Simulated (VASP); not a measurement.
# Sb (C2/m) in VASP: single point with PBE

Aim: the single point of Sb with PBE.

All numbers are computed with VASP 6.6.1; they aren't measurements. Logs are shortened: lines on timing, memory, paths and dates and some standing lists are left out, and cuts for length are marked.

## 1. The cell of the first run

The typed cell holds 1 atom: a = 3.276 Å, b = 3.276 Å, c = 3.284 Å, α = 109.39°, β = 109.39°, γ = 109.42°.

## 2. Single point, PBE

File INCAR:

```
PREC     = Accurate       # precision mode
ENCUT    = 520            # plane-wave cutoff, eV
EDIFF    = 1E-6           # SCF threshold, eV
ISMEAR   = 0              # smearing method
SIGMA    = 0.1            # smearing width, eV
LREAL    = False          # projectors in reciprocal space
LASPH    = True           # aspherical terms in the spheres
NELM     = 100            # most SCF steps
ALGO     = Normal         # electronic algorithm
ISIF     = 2              # what is computed and relaxed
LWAVE    = False          # write WAVECAR
LCHARG   = False          # write CHGCAR
GGA      = PE             # functional
NBANDS   = 8              # bands
```

File KPOINTS:

```
regular mesh
0
Gamma
  20 20 22
```

File POSCAR:

```
Sb
1.0
    1.8927781203     -2.6744011329     -0.0180013191
    1.8927781203      2.6744011329     -0.0180013191
   -1.8614860657      0.0000000000      2.7059688569
Sb
1
Direct
    0.5000000000      0.5000000000      0.5000000000
```

Potentials or basis: VASP PAW PBE potentials, release 64 (Sb).

Run with:

```sh
$ cat potpaw_PBE.64/Sb/POTCAR > POTCAR
$ mpirun -np 1 vasp_std > vasp.out
```

OUTCAR:

```text
PREC = Accurate
   ENCUT = 520
   EDIFF = 1E-6
   ISMEAR = 0
   LREAL = False
   LASPH = True
   NELM = 100
   ISIF = 2
   GGA = PE

 ion  position               nearest neighbor table
   1  0.500  0.500  0.500-

  LATTYP: Found a base centered monoclinic cell.
 ALAT       =     3.7857274388
 B/A-ratio  =     1.4128862556
 C/A-ratio  =     0.8675789472
 COS(beta)  =    -0.5745724947

  Lattice vectors:

 A1 = (   1.8927781203,  -2.6744011329,  -0.0180013191)
 A2 = (   1.8927781203,   2.6744011329,  -0.0180013191)
 A3 = (  -1.8614860657,   0.0000000000,   2.7059688569)

Analysis of symmetry for initial positions (statically):
=====================================================================
 Subroutine PRICEL returns:
 Original cell was already a primitive cell.

 Routine SETGRP: Setting up the symmetry group for a
 base centered monoclinic supercell.

 Subroutine GETGRP returns: Found  4 space group operations
 (whereof  4 operations were pure point group operations)
 out of a pool of  4 trial point group operations.

The static configuration has the point symmetry C_2h.

Analysis of symmetry for dynamics (positions and initial velocities):
=====================================================================
 Subroutine PRICEL returns:
 Original cell was already a primitive cell.

 Routine SETGRP: Setting up the symmetry group for a
 base centered monoclinic supercell.

 Subroutine GETGRP returns: Found  4 space group operations
 (whereof  4 operations were pure point group operations)
 out of a pool of  4 trial point group operations.

The dynamic configuration has the point symmetry C_2h.

 Subroutine INISYM returns: Found  4 space group operations
 (whereof  4 operations are pure point group operations),
 and found     1 'primitive' translations

----------------------------------------------------------------------------------------

                                     Primitive cell

  volume of cell :      27.2163

  direct lattice vectors                    reciprocal lattice vectors
     1.892778120 -2.674401133 -0.018001319     0.265901624 -0.186957743  0.182918649
     1.892778120  2.674401133 -0.018001319     0.265901624  0.186957743  0.182918649
    -1.861486066  0.000000000  2.705968857     0.003537794  0.000000000  0.371987117

  length of vectors
     3.276485080  3.276485080  3.284417426     0.372982713  0.372982713  0.372003940

  position of ions in fractional coordinates (direct lattice)
     0.500000000  0.500000000  0.500000000

  ion indices of the primitive-cell ions
   primitive index   ion index
                 1           1

----------------------------------------------------------------------------------------

 KPOINTS: regular mesh

Automatic generation of k-mesh.
 Grid dimensions read from file:
 generate k-points for:   20   20   22

 Generating k-lattice:

  Cartesian coordinates                     Fractional coordinates (reciprocal lattice)
     0.013295081 -0.009347887  0.009145932     0.050000000  0.000000000 -0.000000000
     0.013295081  0.009347887  0.009145932     0.000000000  0.050000000 -0.000000000
     0.000160809  0.000000000  0.016908505     0.000000000  0.000000000  0.045454545

  Length of vectors
     0.018649136  0.018649136  0.016909270

  Shift w.r.t. Gamma in fractional coordinates (k-lattice)
     0.000000000  0.000000000  0.000000000

 Subroutine IBZKPT returns following result:
 ===========================================

 Found   2322 irreducible k-points:

 Following reciprocal coordinates:
            Coordinates               Weight
  0.000000  0.000000  0.000000      1.000000
  0.050000  0.000000 -0.000000      4.000000
  0.100000  0.000000  0.000000      4.000000
  0.150000  0.000000 -0.000000      4.000000
  0.200000  0.000000  0.000000      4.000000
  0.250000  0.000000 -0.000000      4.000000
[... 16 lines left out ...]
 -0.400000  0.050000  0.000000      4.000000
 -0.350000  0.050000  0.000000      4.000000
 [... further k-points ...]
   k-points           NKPTS =   2322   k-points in BZ     NKDIM =   2322   number of bands    NBANDS=      8
   number of dos      NEDOS =    301   number of ions     NIONS =      1
   total plane-waves  NPLWV =  13824
   dimension x,y,z NGX =    24 NGY =   24 NGZ =   24
   dimension x,y,z NGXF=    48 NGYF=   48 NGZF=   48
   ions per type =               1
   NGX,Y,Z   is equivalent  to a cutoff of  12.18, 12.18, 12.15 a.u.
   NGXF,Y,Z  is equivalent  to a cutoff of  24.35, 24.35, 24.30 a.u.
 SYSTEM =  unknown system
   PREC   = accura    normal or accurate (medium, high low for compatibility)
   ISTART =      0    job   : 0-new  1-cont  2-samecut
   ICHARG =      2    charge: 1-file 2-atom 10-const
   ISPIN  =      1    spin polarized calculation?
   LNONCOLLINEAR =      F non collinear calculations
   LSORBIT =      F    spin-orbit coupling
   LASPH  =      T    aspherical Exc in radial PAW
   ENCUT  =  520.0 eV  38.22 Ry    6.18 a.u.   6.09  6.09  6.11*2*pi/ulx,y,z
   NELM   =    100;   NELMIN=  2; NELMDL= -5     # of ELM steps
   EDIFF  = 0.1E-05   stopping-criterion for ELM
   LREAL  =      F    real-space projection
   EDIFFG = 0.1E-04   stopping-criterion for IOM
   NSW    =      0    number of steps for IOM
   IBRION =     -1    ionic relax: 0-MD 1-quasi-New 2-CG
   NFREE  =      0    steps in history (QN), initial steepest desc. (CG)
   ISIF   =      2    stress and relaxation
   ISYM   =      2    0-nonsym 1-usesym 2-fastsym
   POTIM  = 0.5000    time-step for ionic-motion
   TEBEG  =    0.0;   TEEND  =   0.0 temperature during run
   PSTRESS=    0.0 pullay stress
   NELECT =       5.0000    total number of electrons
   NUPDOWN=      -1.0000    fix difference up-down
   EMIN   =  10.00;   EMAX   =-10.00  energy-range for DOS
   EFERMI =   0.00;   METHOD = LEGACY
   ISMEAR =     0;   SIGMA  =   0.10  broadening in eV -4-tet -1-fermi 0-gaus
   EFERMI_NEDOS =   21; number of points for ismear=-14 and -15
   IALGO  =     38    algorithm
   IMIX   =      4    mixing-type and parameters
     AMIX     =   0.40;   BMIX     =  1.00
     AMIX_MAG =   1.60;   BMIX_MAG =  1.00
  volume/ion in A,a.u.               =      27.22       183.66
  Fermi-wavevector in a.u.,A,eV,Ry     =   0.930655  1.758683 11.784261  0.866119
  Thomas-Fermi vector in A             =   2.057066
   LORBIT       =      0    0 simple, 1 ext, 2 COOP (PROOUT), +10 PAW based schemes
   GGA     = PE    functional components
   LHFCALC =     F    Hartree Fock is set to
   AEXX    =    0.0000 exact exchange contribution
   IVDW    =     0    specifies the selected vdW correction
   LEPSILON=     F    determine dielectric tensor
   LRPA    =     F    only Hartree local field effects (RPA)
 non-spin polarized calculation
 Gauss-broadening in eV      SIGMA  =   0.10
  energy-cutoff  :      520.00
  volume of cell :       27.22
 maximum number of plane-waves:       749
   NGX = 13   NGY = 13   NGZ = 13

 number of electron       5.0000000 magnetization

 Free energy of the ion-electron system (eV)
  ---------------------------------------------------
  ext. energy  EPLUGINS =         0.00000000
  ---------------------------------------------------
  free energy    TOTEN  =        -3.91046452 eV

  energy without entropy =       -3.90729785  energy(sigma->0) =       -3.90888118

 E-fermi :   8.3038     XC(G=0): -10.1828

 val. band max:        8.3033205254   @ k =   0.1500   0.0000   0.3182
 cond. band min:       8.3042465476   @ k =   0.5000   0.3500   0.1364
 fundamental gap:      0.0009260222
 Fermi energy:         8.3037596436

 k-point     1 :       0.0000    0.0000    0.0000
  band No.  band energies     occupation
      1      -4.4489      2.00000
      2      13.6633      0.00000
      3      13.7239      0.00000
      4      13.7538      0.00000
      5      18.7911      0.00000
      6      18.8005      0.00000
      7      18.8456      0.00000
      8      20.0600      0.00000

 k-point     2 :       0.0500    0.0000   -0.0000
  band No.  band energies     occupation
      1      -4.3972      2.00000
      2      13.2702      0.00000
      3      13.5352      0.00000
      4      13.6863      0.00000
      5      18.4226      0.00000
      6      18.4824      0.00000
      7      19.0498      0.00000
      8      19.7633      0.00000

 k-point     3 :       0.1000    0.0000    0.0000
  band No.  band energies     occupation
      1      -4.2421      2.00000
      2      12.2100      0.00000
      3      13.0859      0.00000
      4      13.5550      0.00000
      5      17.7258      0.00000
      6      17.8082      0.00000
      7      19.4486      0.00000
      8      19.6721      0.00000

 k-point     4 :       0.1500    0.0000   -0.0000
  band No.  band energies     occupation
      1      -3.9847      2.00000
      2      10.8477      0.00000
      3      12.5146      0.00000
      4      13.3516      0.00000
      5      16.9935      0.00000
      6      17.2132      0.00000
      7      19.3067      0.00000
      8      20.0160      0.00000

 k-point     5 :       0.2000    0.0000    0.0000
  band No.  band energies     occupation
      1      -3.6266      2.00000
      2       9.3857      0.00000
      3      11.9233      0.00000
      4      13.0977      0.00000
      5      16.3630      0.00000
      6      16.6870      0.00000
      7      19.3615      0.00000
      8      20.2870      0.00000
[... 177 lines left out ...]
 k-point    22 :      -0.4500    0.0500    0.0000
  band No.  band energies     occupation
      1      -1.0015      2.00000
      2       3.5982      2.00000
      3       9.8673      0.00000
      4      11.8057      0.00000
      5      14.9959      0.00000
      6      15.7400      0.00000
      7      20.9973      0.00000
      8      22.8438      0.00000

 k-point    23 :      -0.4000    0.0500    0.0000
  band No.  band energies     occupation
      1      -1.6430      2.00000
      2       4.6369      2.00000
      3      10.1045      0.00000
      4      11.9571      0.00000
      5      15.1697      0.00000
      6      15.8885      0.00000
      7      20.3837      0.00000
      8      22.2746      0.00000

 k-point    24 :      -0.3500    0.0500    0.0000
  band No.  band energies     occupation
      1      -2.2864      2.00000
      2       5.8674      2.00000
      3      10.4532      0.00000
      4      12.1722      0.00000
      5      15.4331      0.00000
      6      16.1093      0.00000
      7      19.8469      0.00000
      8      21.7431      0.00000

 [... further k-points ...]
[... 5 lines left out ...]
  --------------------------------------------------------------------------------------
  -------------------------------------------------------------------------------------
  Total       -0.0241454     -0.0235506     -0.0190881      0.0000000      0.0000000     -0.0005786
  in kB       -1.4214000     -1.3863887     -1.1236863      0.0000000      0.0000000     -0.0340618
  external PRESSURE =      -1.3104917 kB  Pullay stress =       0.0000000 kB

 VOLUME and BASIS-vectors are now :
 -----------------------------------------------------------------------------
  energy-cutoff  :      520.00
  volume of cell :       27.22
      direct lattice vectors                 reciprocal lattice vectors
     1.892778120 -2.674401133 -0.018001319     0.265901624 -0.186957743  0.182918649
     1.892778120  2.674401133 -0.018001319     0.265901624  0.186957743  0.182918649
    -1.861486066  0.000000000  2.705968857     0.003537794  0.000000000  0.371987117

 POSITION                                       TOTAL-FORCE (eV/Angst)
 -----------------------------------------------------------------------------------
      0.96204      0.00000      1.33498         0.000000     -0.000000      0.000000
 -----------------------------------------------------------------------------------
    total drift:                                0.000000     -0.000000     -0.000000

  FREE ENERGIE OF THE ION-ELECTRON SYSTEM (eV)
  ---------------------------------------------------
  free  energy   TOTEN  =        -3.9104645162 eV

  energy  without entropy=       -3.9072978461  energy(sigma->0) =       -3.90888118
```

Wall time 3 min (1 thread of Intel Xeon Platinum 8488C (Sapphire Rapids), shared host); peak memory 0.57 GiB.

What came out:

```yaml
Free_energy: -3.9105 eV
Pressure: -0.1 GPa
```

Caveat: spin-orbit coupling is left out, which moves the levels of the heavy elements.
